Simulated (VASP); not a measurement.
# Hf (Im-3m) in VASP: notebook

Runs on Hf. Level: PBEsol. Tasks: electric field gradients.

All numbers are computed with VASP 6.6.1; they aren't measurements. Logs are shortened: lines on timing, memory, paths and dates and some standing lists are left out, and cuts for length are marked.

### Step 1. The cell of the first run

Symmetry: Im-3m, No. 229, cubic system. Conventional cell: a = 3.586 Å, b = 3.586 Å, c = 3.586 Å, α = 90.00°, β = 90.00°, γ = 90.00°. Hf (site symmetry m-3m) has 14 Hf at 3.11 to 3.59 Å within 4.1 Å.

### Step 2. Electric field gradients, PBEsol (volume scaled by 0.98)

Input file INCAR:

```
SYSTEM = Hf
PREC = Accurate
ENCUT = 520
EDIFF = 1E-8
ISMEAR = -1
SIGMA = 0.08
LREAL = .False.
LASPH = .True.
NELM = 100
ALGO = Normal
ISIF = 2
LWAVE = .False.
LCHARG = .False.
GGA = PS
LEFG = .True.
NBANDS = 11
```

Input file KPOINTS:

```
regular mesh
0
Gamma
  16 16 16
  0 0 0
```

Input file POSCAR:

```
Hf
1.0
   -1.7928855410      1.7928855410      1.7928855410
    1.7928855410     -1.7928855410      1.7928855410
    1.7928855410      1.7928855410     -1.7928855410
Hf
1
Direct
    0.0000000000      0.0000000000      0.0000000000
```

Potentials or basis: VASP PAW PBE potentials, release 64 (Hf_pv).

Command:

```
$ cat potpaw_PBE.64/Hf_pv/POTCAR > POTCAR
$ mpirun -np 1 vasp_std > vasp.out
```

OUTCAR:

```text
SYSTEM = Hf
   PREC = Accurate
   ENCUT = 520
   EDIFF = 1E-8
   ISMEAR = -1
   LREAL = .False.
   LASPH = .True.
   NELM = 100
   ISIF = 2
   GGA = PS

 ion  position               nearest neighbor table
   1  0.000  0.000  0.000-

  LATTYP: Found a body centered cubic cell.
 ALAT       =     3.5857710820

  Lattice vectors:

 A1 = (  -1.7928855410,   1.7928855410,   1.7928855410)
 A2 = (   1.7928855410,  -1.7928855410,   1.7928855410)
 A3 = (   1.7928855410,   1.7928855410,  -1.7928855410)

Analysis of symmetry for initial positions (statically):
=====================================================================
 Subroutine PRICEL returns:
 Original cell was already a primitive cell.

 Routine SETGRP: Setting up the symmetry group for a
 body centered cubic supercell.

 Subroutine GETGRP returns: Found 48 space group operations
 (whereof 48 operations were pure point group operations)
 out of a pool of 48 trial point group operations.

The static configuration has the point symmetry O_h .

Analysis of symmetry for dynamics (positions and initial velocities):
=====================================================================
 Subroutine PRICEL returns:
 Original cell was already a primitive cell.

 Routine SETGRP: Setting up the symmetry group for a
 body centered cubic supercell.

 Subroutine GETGRP returns: Found 48 space group operations
 (whereof 48 operations were pure point group operations)
 out of a pool of 48 trial point group operations.

The dynamic configuration has the point symmetry O_h .

 Subroutine INISYM returns: Found 48 space group operations
 (whereof 48 operations are pure point group operations),
 and found     1 'primitive' translations

----------------------------------------------------------------------------------------

                                     Primitive cell

  volume of cell :      23.0525

  direct lattice vectors                    reciprocal lattice vectors
    -1.792885541  1.792885541  1.792885541     0.000000000  0.278880045  0.278880045
     1.792885541 -1.792885541  1.792885541     0.278880045  0.000000000  0.278880045
     1.792885541  1.792885541 -1.792885541     0.278880045  0.278880045  0.000000000

[... 122 lines left out ...]
  ext. energy  EPLUGINS =         0.00000000
  ---------------------------------------------------
  free energy    TOTEN  =       -10.30780523 eV

  energy without entropy =      -10.26545464  energy(sigma->0) =      -10.28662994

 E-fermi :   4.2173     XC(G=0): -11.2549

 val. band max:        4.2140798233   @ k =   0.3125   0.1250   0.1250
 cond. band min:       4.2570930958   @ k =   0.3125   0.0000   0.0000
 fundamental gap:      0.0430132725
 Fermi energy:         4.2172802452

 k-point     1 :       0.0000    0.0000    0.0000
  band No.  band energies     occupation
      1     -25.6805      2.00000
      2     -25.6805      2.00000
      3     -25.6805      2.00000
      4      -2.7266      2.00000
      5       5.7034      0.00000
      6       5.7034      0.00000
      7       5.7034      0.00000
      8       8.4109      0.00000
      9       8.4109      0.00000
     10      17.3514      0.00000
     11      17.3962      0.00000
[... 309 lines left out ...]
 k-point    24 :       0.2500    0.1875    0.0000
  band No.  band energies     occupation
      1     -26.2648      2.00000
      2     -25.9221      2.00000
      3     -25.7437      2.00000
      4       1.0731      2.00000
      5       3.7942      1.98996
      6       4.2635      0.71878
      7       7.8442      0.00000
      8       9.0798      0.00000
      9      10.4575      0.00000
     10      14.8450      0.00000
     11      17.3514      0.00000

 [... further k-points ...]

------------------------ aborting loop because EDIFF is reached ----------------------------------------

  FORCE on cell =-STRESS in cart. coord.  units (eV):
  Direction    XX          YY          ZZ          XY          YZ          ZX
  --------------------------------------------------------------------------------------
  -------------------------------------------------------------------------------------
  Total       -1.1001601     -1.1001601     -1.1001601      0.0000000      0.0000000      0.0000000
  in kB      -76.4625488    -76.4625488    -76.4625488      0.0000000      0.0000000      0.0000000
  external PRESSURE =     -76.4625488 kB  Pullay stress =       0.0000000 kB

 VOLUME and BASIS-vectors are now :
 -----------------------------------------------------------------------------
  energy-cutoff  :      520.00
  volume of cell :       23.05
      direct lattice vectors                 reciprocal lattice vectors
    -1.792885541  1.792885541  1.792885541     0.000000000  0.278880045  0.278880045
     1.792885541 -1.792885541  1.792885541     0.278880045  0.000000000  0.278880045
     1.792885541  1.792885541 -1.792885541     0.278880045  0.278880045  0.000000000

 POSITION                                       TOTAL-FORCE (eV/Angst)
 -----------------------------------------------------------------------------------
      0.00000      0.00000      0.00000        -0.000000     -0.000000     -0.000000
 -----------------------------------------------------------------------------------
    total drift:                               -0.000000      0.000000      0.000000

  FREE ENERGIE OF THE ION-ELECTRON SYSTEM (eV)
  ---------------------------------------------------
  free  energy   TOTEN  =       -10.3078052339 eV

  energy  without entropy=      -10.2654546427  energy(sigma->0) =      -10.28662994

 Electric field gradients (V/A^2)
---------------------------------------------------------------------
 ion       V_xx      V_yy      V_zz      V_xy      V_xz      V_yz
---------------------------------------------------------------------
   1       0.000     0.000    -0.000    -0.000    -0.000    -0.000
---------------------------------------------------------------------

 Electric field gradients after diagonalization (V/A^2)
 (convention: |V_zz| > |V_xx| > |V_yy|)
----------------------------------------------------------------------
 ion       V_xx      V_yy      V_zz     asymmetry (V_yy - V_xx)/ V_zz
----------------------------------------------------------------------
   1       0.000     0.000    -0.001       0.000
----------------------------------------------------------------------

           NMR quadrupolar parameters

 Cq : quadrupolar parameter    Cq=e*Q*V_zz/h
 eta: asymmetry parameters     (V_yy - V_xx)/ V_zz
 Q  : nuclear electric quadrupole moment in mb (millibarn)
----------------------------------------------------------------------
 ion       Cq(MHz)       eta       Q (mb)
----------------------------------------------------------------------
   1      -0.000       0.000       1.000
----------------------------------------------------------------------
```

OSZICAR:

```text
N       E                     dE             d eps       ncg     rms          rms(c)
DAV:   1     0.122744874496E+02    0.12274E+02   -0.57018E+03  3214   0.834E+02
DAV:   2    -0.102308664492E+02   -0.22505E+02   -0.21773E+02  4039   0.155E+02
DAV:   3    -0.107064475474E+02   -0.47558E+00   -0.46986E+00  3980   0.152E+01
DAV:   4    -0.107083611143E+02   -0.19136E-02   -0.19133E-02  3629   0.118E+00
DAV:   5    -0.107083728181E+02   -0.11704E-04   -0.11703E-04  4054   0.790E-02    0.446E+01
DAV:   6    -0.104068858073E+02    0.30149E+00   -0.25423E-01  3523   0.359E+00    0.256E+01
DAV:   7    -0.103119896474E+02    0.94896E-01   -0.32821E-01  3607   0.395E+00    0.111E+00
DAV:   8    -0.103077954121E+02    0.41942E-02   -0.21275E-02  3541   0.105E+00    0.914E-02
DAV:   9    -0.103078024845E+02   -0.70723E-05   -0.31936E-04  4114   0.152E-01    0.470E-02
DAV:  10    -0.103078057300E+02   -0.32456E-05   -0.19515E-05  3778   0.328E-02    0.260E-02
DAV:  11    -0.103078052854E+02    0.44462E-06   -0.29577E-06  3766   0.127E-02    0.151E-03
DAV:  12    -0.103078052702E+02    0.15231E-07   -0.40042E-08  3866   0.189E-03    0.151E-03
DAV:  13    -0.103078052331E+02    0.37071E-07   -0.13845E-09  2199   0.316E-04    0.118E-04
DAV:  14    -0.103078052339E+02   -0.78853E-09   -0.17884E-10  2000   0.123E-04
   1 F= -.10307805E+02 E0= -.10286630E+02  d E =-.423506E-01
```

stdout:

```text
POSCAR found type information on POSCAR Hf
 POSCAR found :  1 types and       1 ions
 scaLAPACK will be used
 -----------------------------------------------------------------------------
|                                                                             |
|                                                                             |
|     You enforced a specific xc type in the INCAR file but a different       |
|     I HOPE YOU KNOW WHAT YOU ARE DOING!                                     |
|                                                                             |
 -----------------------------------------------------------------------------

 LDA part: xc-table for (Slater+PW92), standard interpolation
 POSCAR, INCAR and KPOINTS ok, starting setup
 FFT: planning ... GRIDC
 FFT: planning ... GRID_SOFT
 FFT: planning ... GRID
 WAVECAR not read
 entering main loop
ion   1
```

Wall time 13 s (1 thread of Intel Xeon 6975P-C (Granite Rapids), shared host); peak memory 0.16 GiB.

Results:

| Item | Value |
| --- | --- |
| Free energy | -10.3078 eV |
| Pressure | -7.6 GPa |
| Band gap on the k mesh | zero (band 5 reaches 5.70 eV, above the bottom of band 6 at 3.49 eV) |

Caveat: the cell differs from its parent crystal (volume scaled by 0.98); without QUAD_EFG the Cq values of the log hold for a quadrupole moment of 1 mb, not for the nuclei; the PAW data sets were made with another functional, which shifts forces and pressure a little; spin-orbit coupling is left out, which moves the levels of the heavy elements.

### Step 3. Electric field gradients, PBEsol

This run uses another cell than the first one, of 23.52 Å³/atom, 1.020 times its volume.

Input file INCAR:

```
SYSTEM = Hf
PREC = Accurate ; ENCUT = 520
EDIFF = 1E-8 ; ISMEAR = -1
SIGMA = 0.08 ; LREAL = .FALSE.
LASPH = .TRUE. ; NELM = 60
ALGO = Normal ; ISIF = 2
LWAVE = .FALSE. ; LCHARG = .FALSE.
GGA = PS ; LEFG = .TRUE.
NBANDS = 11
```

Input file KPOINTS:

```
Automatic mesh
0
G
  16 16 16
  0 0 0
```

Input file POSCAR:

```
Hf
1.0
   -1.8050000000      1.8050000000      1.8050000000
    1.8050000000     -1.8050000000      1.8050000000
    1.8050000000      1.8050000000     -1.8050000000
Hf
1
Direct
    0.0000000000      0.0000000000      0.0000000000
```

Potentials or basis: VASP PAW PBE potentials, release 64 (Hf_pv).

Command:

```
$ cat potpaw_PBE.64/Hf_pv/POTCAR > POTCAR
$ mpirun -np 1 vasp_std > vasp.out
```

OUTCAR:

```text
SYSTEM = Hf
   PREC = Accurate
   ENCUT = 520
   EDIFF = 1E-8
   ISMEAR = -1
   LREAL = .FALSE.
   LASPH = .TRUE.
   NELM = 60
   ISIF = 2
   GGA = PS

 ion  position               nearest neighbor table
   1  0.000  0.000  0.000-

  LATTYP: Found a body centered cubic cell.
 ALAT       =     3.6100000000

  Lattice vectors:

 A1 = (  -1.8050000000,   1.8050000000,   1.8050000000)
 A2 = (   1.8050000000,  -1.8050000000,   1.8050000000)
 A3 = (   1.8050000000,   1.8050000000,  -1.8050000000)

Analysis of symmetry for initial positions (statically):
=====================================================================
 Subroutine PRICEL returns:
 Original cell was already a primitive cell.

 Routine SETGRP: Setting up the symmetry group for a
 body centered cubic supercell.

 Subroutine GETGRP returns: Found 48 space group operations
 (whereof 48 operations were pure point group operations)
 out of a pool of 48 trial point group operations.

The static configuration has the point symmetry O_h .

Analysis of symmetry for dynamics (positions and initial velocities):
=====================================================================
 Subroutine PRICEL returns:
 Original cell was already a primitive cell.

 Routine SETGRP: Setting up the symmetry group for a
 body centered cubic supercell.

 Subroutine GETGRP returns: Found 48 space group operations
 (whereof 48 operations were pure point group operations)
 out of a pool of 48 trial point group operations.

The dynamic configuration has the point symmetry O_h .

 Subroutine INISYM returns: Found 48 space group operations
[... 159 lines left out ...]
      9       8.2049      0.00000
     10      17.1699      0.00000
     11      17.1699      0.00000
[... 309 lines left out ...]
 k-point    24 :       0.2500    0.1875    0.0000
  band No.  band energies     occupation
      1     -26.4360      2.00000
      2     -26.1166      2.00000
      3     -25.9499      2.00000
      4       0.9576      2.00000
      5       3.6842      1.98737
      6       4.1383      0.70044
      7       7.6498      0.00000
      8       8.8440      0.00000
      9      10.1855      0.00000
     10      14.4774      0.00000
     11      17.1238      0.00000

 [... further k-points ...]

------------------------ aborting loop because EDIFF is reached ----------------------------------------

  FORCE on cell =-STRESS in cart. coord.  units (eV):
  Direction    XX          YY          ZZ          XY          YZ          ZX
  --------------------------------------------------------------------------------------
  -------------------------------------------------------------------------------------
  Total       -1.3530452     -1.3530452     -1.3530452      0.0000000     -0.0000000      0.0000000
  in kB      -92.1576240    -92.1576240    -92.1576240      0.0000000     -0.0000000      0.0000000
  external PRESSURE =     -92.1576240 kB  Pullay stress =       0.0000000 kB

 VOLUME and BASIS-vectors are now :
 -----------------------------------------------------------------------------
  energy-cutoff  :      520.00
  volume of cell :       23.52
      direct lattice vectors                 reciprocal lattice vectors
    -1.805000000  1.805000000  1.805000000     0.000000000  0.277008310  0.277008310
     1.805000000 -1.805000000  1.805000000     0.277008310  0.000000000  0.277008310
     1.805000000  1.805000000 -1.805000000     0.277008310  0.277008310  0.000000000

 POSITION                                       TOTAL-FORCE (eV/Angst)
 -----------------------------------------------------------------------------------
      0.00000      0.00000      0.00000         0.000000     -0.000000     -0.000000
 -----------------------------------------------------------------------------------
    total drift:                               -0.000000      0.000000      0.000000

  FREE ENERGIE OF THE ION-ELECTRON SYSTEM (eV)
  ---------------------------------------------------
  free  energy   TOTEN  =       -10.2830720342 eV

  energy  without entropy=      -10.2391838614  energy(sigma->0) =      -10.26112795

 Electric field gradients (V/A^2)
---------------------------------------------------------------------
 ion       V_xx      V_yy      V_zz      V_xy      V_xz      V_yz
---------------------------------------------------------------------
   1       0.000    -0.000    -0.000    -0.000    -0.000    -0.000
---------------------------------------------------------------------

 Electric field gradients after diagonalization (V/A^2)
 (convention: |V_zz| > |V_xx| > |V_yy|)
----------------------------------------------------------------------
 ion       V_xx      V_yy      V_zz     asymmetry (V_yy - V_xx)/ V_zz
----------------------------------------------------------------------
   1       0.000     0.000    -0.000       0.000
----------------------------------------------------------------------

           NMR quadrupolar parameters

 Cq : quadrupolar parameter    Cq=e*Q*V_zz/h
 eta: asymmetry parameters     (V_yy - V_xx)/ V_zz
 Q  : nuclear electric quadrupole moment in mb (millibarn)
----------------------------------------------------------------------
 ion       Cq(MHz)       eta       Q (mb)
----------------------------------------------------------------------
   1      -0.000       0.000       1.000
----------------------------------------------------------------------
```

Run time: 13 s. Hardware: 1 thread of Intel Xeon 6975P-C (Granite Rapids), shared host; peak memory 0.16 GiB.

What came out:

| Property | Result |
| --- | --- |
| Free energy | -10.2831 eV |
| Pressure | -9.2 GPa |
| Band gap on the k mesh | zero (band 5 reaches 5.55 eV, above the bottom of band 6 at 3.37 eV) |

Levels at points of the mesh, in eV from the Fermi level:
```tsv
k point	band 1	band 2	band 3	band 4	band 5	band 6	band 7	band 8	band 9	band 10
(0.00, 0.00, 0.00)	-29.98	-29.98	-29.98	-6.88	1.47	1.47	1.47	4.12	4.12	13.08
(0.50, 0.00, 0.00)	-30.67	-30.21	-29.98	-3.23	-0.43	0.91	3.91	4.87	7.17	9.48
(0.50, 0.50, 0.50)	-30.47	-30.47	-30.47	-2.36	-2.36	6.40	6.40	6.40	6.84	6.84
```

Caveat: without QUAD_EFG the Cq values of the log hold for a quadrupole moment of 1 mb, not for the nuclei; the PAW data sets were made with another functional, which shifts forces and pressure a little; spin-orbit coupling is left out, which moves the levels of the heavy elements.

(Part 1 of 3 ends here.)
